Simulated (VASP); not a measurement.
# Rh12Cl in VASP: a series of runs

The runs below take Rh12Cl through single point, with PBE+D3(BJ).

All numbers are computed with VASP 6.6.1; they aren't measurements. Logs are shortened: lines on timing, memory, paths and dates and some standing lists are left out, and cuts for length are marked.

**1. The cell of the first run**

The cell holds a slab with vacuum, 13 atoms: a = 5.365 Å, b = 5.365 Å, c = 21.694 Å, α = 90.00°, β = 90.00°, γ = 120.00°.

**2. Single point, PBE+D3(BJ)**

File INCAR:

```
PREC = Accurate ; ENCUT = 520
EDIFF = 1E-6 ; ISMEAR = 0
SIGMA = 0.1 ; LREAL = F
LASPH = T ; NELM = 60
ALGO = Normal ; ISIF = 2
LWAVE = F ; LCHARG = F
LDIPOL = T ; IDIPOL = 3
DIPOL = 0.5 0.5 0.302 ; GGA = PE
IVDW = 12 ; NBANDS = 106
```

File KPOINTS:

```
regular mesh
0
Gamma
  6 6 1
```

File POSCAR:

```
Rh12Cl
1.0
    5.3650160462      0.0000000000      0.0000000000
   -2.6825080231      4.6462401878      0.0000000000
    0.0000000000      0.0000000000     21.6939918225
Rh Cl
12 1
Direct
    0.3333333333      0.1666666667      0.1843828482
    0.3333333333      0.6666666667      0.1843828482
    0.8333333333      0.1666666667      0.1843828482
    0.8333333333      0.6666666667      0.1843828482
    0.1666666667      0.3333333333      0.2833554855
    0.1666666667      0.8333333333      0.2833554855
    0.6666666667      0.3333333333      0.2833554855
    0.6666666667      0.8333333333      0.2833554855
    0.0000000000      0.0000000000      0.3823174587
    0.0000000000      0.5000000000      0.3823174587
    0.5000000000      0.0000000000      0.3823174587
    0.5000000000      0.5000000000      0.3823174587
    0.0000000000      0.0000000000      0.5252141660
```

Potentials or basis: VASP PAW PBE potentials, release 64 (Rh_pv, Cl).

Started as:

```bash
$ cat potpaw_PBE.64/Rh_pv/POTCAR potpaw_PBE.64/Cl/POTCAR > POTCAR
$ mpirun -np 1 vasp_std > vasp.out
```

OUTCAR:

```text
PREC = Accurate
   ENCUT = 520
   EDIFF = 1E-6
   ISMEAR = 0
   LREAL = F
   LASPH = T
   NELM = 60
   ISIF = 2
   GGA = PE
   IVDW = 12
 IVDW          = 12

 ion  position               nearest neighbor table
   1  0.333  0.167  0.184-   5 2.65   7 2.65   6 2.65   3 2.68   3 2.68   2 2.68   2 2.68   4 2.68
                             4 2.68
   2  0.333  0.667  0.184-   6 2.65   8 2.65   5 2.65   4 2.68   4 2.68   3 2.68   1 2.68   1 2.68
                             3 2.68
   3  0.833  0.167  0.184-   7 2.65   5 2.65   8 2.65   1 2.68   1 2.68   2 2.68   4 2.68   4 2.68
                             2 2.68
   4  0.833  0.667  0.184-   8 2.65   6 2.65   7 2.65   2 2.68   2 2.68   1 2.68   3 2.68   3 2.68
                             1 2.68
   5  0.167  0.333  0.283-  12 2.65   9 2.65  10 2.65   1 2.65   3 2.65   2 2.65   7 2.68   7 2.68
                             6 2.68   6 2.68   8 2.68   8 2.68
   6  0.167  0.833  0.283-  11 2.65  10 2.65   9 2.65   2 2.65   4 2.65   1 2.65   8 2.68   8 2.68
                             7 2.68   5 2.68   5 2.68   7 2.68
   7  0.667  0.333  0.283-  10 2.65  11 2.65  12 2.65   3 2.65   1 2.65   4 2.65   5 2.68   5 2.68
                             6 2.68   8 2.68   8 2.68   6 2.68
   8  0.667  0.833  0.283-   9 2.65  12 2.65  11 2.65   4 2.65   2 2.65   3 2.65   6 2.68   6 2.68
                             5 2.68   7 2.68   7 2.68   5 2.68
   9  0.000  0.000  0.382-   8 2.65   5 2.65   6 2.65  11 2.68  11 2.68  12 2.68  10 2.68  10 2.68
                            12 2.68
  10  0.000  0.500  0.382-   7 2.65   6 2.65   5 2.65  12 2.68  12 2.68   9 2.68   9 2.68  11 2.68
                            11 2.68
  11  0.500  0.000  0.382-   6 2.65   7 2.65   8 2.65   9 2.68   9 2.68  12 2.68  12 2.68  10 2.68
                            10 2.68
  12  0.500  0.500  0.382-   5 2.65   8 2.65   7 2.65  10 2.68  10 2.68  11 2.68  11 2.68   9 2.68
                             9 2.68
  13  0.000  0.000  0.525-

  LATTYP: Found a hexagonal cell.
 ALAT       =     5.3650160462
 C/A-ratio  =     4.0436024116

  Lattice vectors:

 A1 = (   5.3650160462,   0.0000000000,   0.0000000000)
 A2 = (  -2.6825080231,   4.6462401878,   0.0000000000)
 A3 = (   0.0000000000,   0.0000000000,  21.6939918225)

Analysis of symmetry for initial positions (statically):
=====================================================================
 Subroutine PRICEL returns:
 Original cell was already a primitive cell.

 Routine SETGRP: Setting up the symmetry group for a
 hexagonal supercell.

 Subroutine GETGRP returns: Found  6 space group operations
 (whereof  6 operations were pure point group operations)
 out of a pool of 24 trial point group operations.

The static configuration has the point symmetry C_3v.

Analysis of symmetry for dynamics (positions and initial velocities):
=====================================================================
 Subroutine PRICEL returns:
 Original cell was already a primitive cell.

 Routine SETGRP: Setting up the symmetry group for a
 hexagonal supercell.

 Subroutine GETGRP returns: Found  6 space group operations
 (whereof  6 operations were pure point group operations)
 out of a pool of 24 trial point group operations.

The dynamic configuration has the point symmetry C_3v.

 Subroutine INISYM returns: Found  6 space group operations
 (whereof  6 operations are pure point group operations),
 and found     1 'primitive' translations

----------------------------------------------------------------------------------------

                                     Primitive cell

  volume of cell :     540.7695

  direct lattice vectors                    reciprocal lattice vectors
     5.365016046  0.000000000  0.000000000     0.186392732  0.107613894  0.000000000
    -2.682508023  4.646240188  0.000000000     0.000000000  0.215227788  0.000000000
     0.000000000  0.000000000 21.693991822     0.000000000  0.000000000  0.046095712

  length of vectors
     5.365016046  5.365016046 21.693991822     0.215227788  0.215227788  0.046095712

  position of ions in fractional coordinates (direct lattice)
     0.333333333  0.166666667  0.184382848
     0.333333333  0.666666667  0.184382848
     0.833333333  0.166666667  0.184382848
     0.833333333  0.666666667  0.184382848
     0.166666667  0.333333333  0.283355486
     0.166666667  0.833333333  0.283355486
     0.666666667  0.333333333  0.283355486
     0.666666667  0.833333333  0.283355486
     0.000000000  0.000000000  0.382317459
     0.000000000  0.500000000  0.382317459
     0.500000000  0.000000000  0.382317459
     0.500000000  0.500000000  0.382317459
     0.000000000  0.000000000  0.525214166

  ion indices of the primitive-cell ions
   primitive index   ion index
                 1           1
                 2           2
                 3           3
                 4           4
                 5           5
                 6           6
                 7           7
                 8           8
                 9           9
                10          10
                11          11
                12          12
                13          13

----------------------------------------------------------------------------------------

 KPOINTS: regular mesh

Automatic generation of k-mesh.
 Grid dimensions read from file:
 generate k-points for:    6    6    1

 Generating k-lattice:

  Cartesian coordinates                     Fractional coordinates (reciprocal lattice)
     0.031065455  0.017935649  0.000000000     0.166666667  0.000000000  0.000000000
     0.000000000  0.035871298  0.000000000     0.000000000  0.166666667  0.000000000
     0.000000000  0.000000000  0.046095712     0.000000000  0.000000000  1.000000000

  Length of vectors
     0.035871298  0.035871298  0.046095712

  Shift w.r.t. Gamma in fractional coordinates (k-lattice)
     0.000000000  0.000000000  0.000000000

 Subroutine IBZKPT returns following result:
 ===========================================

 Found      7 irreducible k-points:

 Following reciprocal coordinates:
            Coordinates               Weight
  0.000000  0.000000  0.000000      1.000000
  0.166667  0.000000  0.000000      6.000000
  0.333333  0.000000  0.000000      6.000000
  0.500000  0.000000  0.000000      3.000000
  0.166667  0.166667  0.000000      6.000000
  0.333333  0.166667  0.000000     12.000000
  0.333333  0.333333  0.000000      2.000000
   k-points           NKPTS =      7   k-points in BZ     NKDIM =      7   number of bands    NBANDS=    106
   number of dos      NEDOS =    301   number of ions     NIONS =     13
   total plane-waves  NPLWV = 259200
   dimension x,y,z NGX =    40 NGY =   40 NGZ =  162
   dimension x,y,z NGXF=    80 NGYF=   80 NGZF=  324
   ions per type =              12   1
   NGX,Y,Z   is equivalent  to a cutoff of  12.39, 12.39, 12.41 a.u.
   NGXF,Y,Z  is equivalent  to a cutoff of  24.79, 24.79, 24.83 a.u.
 SYSTEM =  unknown system
   PREC   = accura    normal or accurate (medium, high low for compatibility)
   ISTART =      0    job   : 0-new  1-cont  2-samecut
   ICHARG =      2    charge: 1-file 2-atom 10-const
   ISPIN  =      1    spin polarized calculation?
   LNONCOLLINEAR =      F non collinear calculations
   LSORBIT =      F    spin-orbit coupling
   LASPH  =      T    aspherical Exc in radial PAW
   ENCUT  =  520.0 eV  38.22 Ry    6.18 a.u.   9.98  9.98 40.34*2*pi/ulx,y,z
   NELM   =     60;   NELMIN=  2; NELMDL= -5     # of ELM steps
   EDIFF  = 0.1E-05   stopping-criterion for ELM
   LREAL  =      F    real-space projection
   EDIFFG = 0.1E-04   stopping-criterion for IOM
   NSW    =      0    number of steps for IOM
   IBRION =     -1    ionic relax: 0-MD 1-quasi-New 2-CG
   NFREE  =      0    steps in history (QN), initial steepest desc. (CG)
   ISIF   =      2    stress and relaxation
   ISYM   =      2    0-nonsym 1-usesym 2-fastsym
   POTIM  = 0.5000    time-step for ionic-motion
   TEBEG  =    0.0;   TEEND  =   0.0 temperature during run
   PSTRESS=    0.0 pullay stress
   NELECT =     187.0000    total number of electrons
   NUPDOWN=      -1.0000    fix difference up-down
   EMIN   =  10.00;   EMAX   =-10.00  energy-range for DOS
   EFERMI =   0.00;   METHOD = LEGACY
   ISMEAR =     0;   SIGMA  =   0.10  broadening in eV -4-tet -1-fermi 0-gaus
   EFERMI_NEDOS =   21; number of points for ismear=-14 and -15
   IALGO  =     38    algorithm
   IMIX   =      4    mixing-type and parameters
     AMIX     =   0.40;   BMIX     =  1.00
     AMIX_MAG =   1.60;   BMIX_MAG =  1.00
  volume/ion in A,a.u.               =      41.60       280.71
  Fermi-wavevector in a.u.,A,eV,Ry     =   1.149083  2.171452 17.965013  1.320391
  Thomas-Fermi vector in A             =   2.285754
   LORBIT       =      0    0 simple, 1 ext, 2 COOP (PROOUT), +10 PAW based schemes
   GGA     = PE    functional components
   LHFCALC =     F    Hartree Fock is set to
   AEXX    =    0.0000 exact exchange contribution
   IVDW    =    12    specifies the selected vdW correction
   LEPSILON=     F    determine dielectric tensor
   LRPA    =     F    only Hartree local field effects (RPA)
 non-spin polarized calculation
 Gauss-broadening in eV      SIGMA  =   0.10
  energy-cutoff  :      520.00
  volume of cell :      540.77
 maximum number of plane-waves:     14604
 NGX is ok and might be reduce to    40
   NGX = 19   NGY = 19   NGZ = 81

 dipolmoment           0.000000      0.000000     -0.061162 electrons x Angstroem

 number of electron     187.0000006 magnetization

 dipolmoment           0.000000      0.000000      0.390320 electrons x Angstroem

 Free energy of the ion-electron system (eV)
  ---------------------------------------------------
  ext. energy  EPLUGINS =         0.00000000
  ---------------------------------------------------
  free energy    TOTEN  =       -82.70608155 eV

  energy without entropy =      -82.60651540  energy(sigma->0) =      -82.65629847

 E-fermi :  -0.4068     XC(G=0):  -5.6058

 val. band max:       -0.4130866623   @ k =   0.3333   0.3333   0.0000
 cond. band min:      -0.3771050515   @ k =   0.1667   0.0000   0.0000
 fundamental gap:      0.0359816108
 Fermi energy:        -0.4068101755

 k-point     1 :       0.0000    0.0000    0.0000
  band No.  band energies     occupation
      1     -47.6259      2.00000
      2     -47.6105      2.00000
      3     -47.6105      2.00000
      4     -47.5039      2.00000
      5     -47.4122      2.00000
      6     -47.4122      2.00000
[... 97 lines left out ...]
    104       1.3730      0.00000
    105       1.6708      0.00000

 k-point     2 :       0.1667    0.0000    0.0000
  band No.  band energies     occupation
      1     -47.6018      2.00000
      2     -47.5887      2.00000
      3     -47.5759      2.00000
      4     -47.4945      2.00000
      5     -47.4102      2.00000
      6     -47.4067      2.00000
[... 532 lines left out ...]
 k-point     7 :       0.3333    0.3333    0.0000
  band No.  band energies     occupation
      1     -47.4432      2.00000
      2     -47.4413      2.00000
      3     -47.4304      2.00000
      4     -47.4271      2.00000
      5     -47.4095      2.00000
      6     -47.3755      2.00000
[... 97 lines left out ...]
    104       0.4133      0.00000
    105       0.4244      0.00000
 [bands above 105 left out]

------------------------ aborting loop because EDIFF is reached ----------------------------------------

 vacuum level on the upper side and lower side of the slab       (xc-potential included)         1.383        -1.380

 Edisp (eV)   -5.43026

 E8    (eV) :    -2.5313

  FORCE on cell =-STRESS in cart. coord.  units (eV):
  Direction    XX          YY          ZZ          XY          YZ          ZX
  --------------------------------------------------------------------------------------
  -------------------------------------------------------------------------------------
  Total      -5.75448    -5.75448    -6.89516     0.00000    -0.00000    -0.00000
  in kB     -17.04922   -17.04922   -20.42879     0.00000    -0.00000    -0.00000
  external pressure =      -18.18 kB  Pullay stress =        0.00 kB

 VOLUME and BASIS-vectors are now :
 -----------------------------------------------------------------------------
  energy-cutoff  :      520.00
  volume of cell :      540.77
      direct lattice vectors                 reciprocal lattice vectors
     5.365016046  0.000000000  0.000000000     0.186392732  0.107613894  0.000000000
    -2.682508023  4.646240188  0.000000000     0.000000000  0.215227788  0.000000000
     0.000000000  0.000000000 21.693991822     0.000000000  0.000000000  0.046095712

 POSITION                                       TOTAL-FORCE (eV/Angst)
 -----------------------------------------------------------------------------------
      1.34125      0.77437      4.00000        -0.024368     -0.014069      0.001669
     -0.00000      3.09749      4.00000        -0.000000      0.000000     -0.072223
      4.02376      0.77437      4.00000         0.024368     -0.014069      0.001669
      2.68251      3.09749      4.00000        -0.000000      0.028138      0.001669
      0.00000      1.54875      6.14711         0.000000     -0.042317      0.148173
     -1.34125      3.87187      6.14711        -0.036648      0.021159      0.148173
      2.68251      1.54875      6.14711         0.000000      0.000000     -0.025635
      1.34125      3.87187      6.14711         0.036648      0.021159      0.148173
      0.00000      0.00000      8.29399        -0.000000      0.000000      1.375157
     -1.34125      2.32312      8.29399         0.029576      0.017076      0.091353
      2.68251      0.00000      8.29399         0.000000     -0.034151      0.091353
      1.34125      2.32312      8.29399        -0.029576      0.017076      0.091353
      0.00000      0.00000     11.39399         0.000000      0.000000     -2.000887
 -----------------------------------------------------------------------------------
    total drift:                               -0.000000     -0.000000     -0.001969

  FREE ENERGIE OF THE ION-ELECTRON SYSTEM (eV)
  ---------------------------------------------------
  free  energy   TOTEN  =       -88.1363443874 eV

  energy  without entropy=      -88.0367782376  energy(sigma->0) =      -88.08656131

 vacuum level on the upper side and lower side of the slab         7.442         4.610
```

Wall time 46 min (1 thread of Intel Xeon 8259CL, shared host); peak memory 0.72 GiB.

Results:

| Property | Result |
| --- | --- |
| Free energy | -88.1363 eV |
| Largest force | 2.001 eV/Å |
| Band gap on the k mesh | zero (an odd number of electrons rules out a gap without spin polarisation) |
| Dispersion energy per atom | -0.418 eV |

Forces on the atoms (eV/Å):
```
Rh  -0.024 -0.014  0.002
Rh   0.000  0.000 -0.072
Rh   0.024 -0.014  0.002
Rh   0.000  0.028  0.002
Rh   0.000 -0.042  0.148
Rh  -0.037  0.021  0.148
Rh   0.000  0.000 -0.026
Rh   0.037  0.021  0.148
Rh   0.000  0.000  1.375
Rh   0.030  0.017  0.091
Rh   0.000 -0.034  0.091
Rh  -0.030  0.017  0.091
Cl   0.000  0.000 -2.001
```

Levels at points of the mesh, in eV from the Fermi level:
```tsv
k point	band 91	band 92	band 93	band 94	band 95	band 96	band 97	band 98	band 99	band 100
(0.00, 0.00, 0.00)	0.29	0.42	0.42	0.44	0.56	0.57	0.57	1.01	1.01	1.02
(0.50, 0.00, 0.00)	-0.57	-0.55	-0.36	-0.35	-0.34	-0.25	0.17	0.23	0.33	0.48
```

Caveat: an odd number of electrons without spin polarisation forces a metal; a magnetic or distorted state may lie lower.

**3. Single point, PBE+D3(BJ)**

File INCAR:

```
SYSTEM = Rh12Cl
ALGO     = Normal         ! electronic algorithm
DIPOL    = 0.5 0.5 0.302
EDIFF    = 1E-6           ! SCF threshold, eV
ENCUT    = 520            ! plane-wave cutoff, eV
GGA      = PE             ! functional
IDIPOL   = 3            
ISIF     = 2              ! what is computed and relaxed
ISMEAR   = 0              ! smearing method
IVDW     = 12             ! dispersion correction
LASPH    = .True.         ! aspherical terms in the spheres
LCHARG   = .False.        ! write CHGCAR
LDIPOL   = .True.       
LREAL    = .False.        ! projectors in reciprocal space
LWAVE    = .False.        ! write WAVECAR
NBANDS   = 106            ! bands
NELM     = 80             ! most SCF steps
PREC     = Accurate       ! precision mode
SIGMA    = 0.1            ! smearing width, eV
```

File KPOINTS:

```
k-points
0
Gamma
  6 6 1
  0 0 0
```

Edit POSCAR of step 2 so:

```diff
@@ -20,2 +20,2 @@
     0.5000000000      0.5000000000      0.3823174587
-    0.0000000000      0.0000000000      0.5252141660
+    0.3333333333      0.1666666667      0.5252141660
```

Potentials or basis: VASP PAW PBE potentials, release 64 (Rh_pv, Cl).

Started as:

```bash
$ cat potpaw_PBE.64/Rh_pv/POTCAR potpaw_PBE.64/Cl/POTCAR > POTCAR
$ mpirun -np 1 vasp_std > vasp.out
```

Run time: 32 min. Hardware: 1 thread of Intel Xeon Platinum 8259CL at 2.50GHz (Skylake/Cascade Lake), shared host; peak memory 0.72 GiB.

Results (log left out):

```yaml
Free_energy: -88.0817 eV
Largest_force: 1.852 eV/Å
Band_gap_on_the_k_mesh: zero (an odd number of electrons rules out a gap without spin polarisation)
Dispersion_energy_per_atom: -0.418 eV
```

Forces in eV/Å, atoms in the order of the input:
```
Rh   0.000  0.000 -0.015
Rh   0.016  0.010 -0.006
Rh   0.000 -0.019 -0.006
Rh  -0.016  0.010 -0.006
Rh  -0.011  0.006  0.008
Rh   0.000 -0.013  0.008
Rh   0.011  0.006  0.008
Rh   0.000  0.000  0.417
Rh   0.083  0.048  0.479
Rh   0.000  0.000  0.007
Rh  -0.083  0.048  0.479
Rh   0.000 -0.096  0.479
Cl   0.000  0.000 -1.852
```

Levels at points of the mesh, in eV from the Fermi level:
| k point | band 91 | band 92 | band 93 | band 94 | band 95 | band 96 | band 97 | band 98 | band 99 | band 100 |
| --- | --- | --- | --- | --- | --- | --- | --- | --- | --- | --- |
| (0.00, 0.00, 0.00) | 0.32 | 0.33 | 0.42 | 0.42 | 0.56 | 0.56 | 0.57 | 1.01 | 1.01 | 1.01 |
| (0.50, 0.00, 0.00) | -0.72 | -0.64 | -0.36 | -0.35 | -0.34 | -0.32 | 0.16 | 0.28 | 0.34 | 0.39 |

Caveat: an odd number of electrons without spin polarisation forces a metal; a magnetic or distorted state may lie lower.

The gap in the log of VASP goes by the Fermi energy; the results here count the filled bands.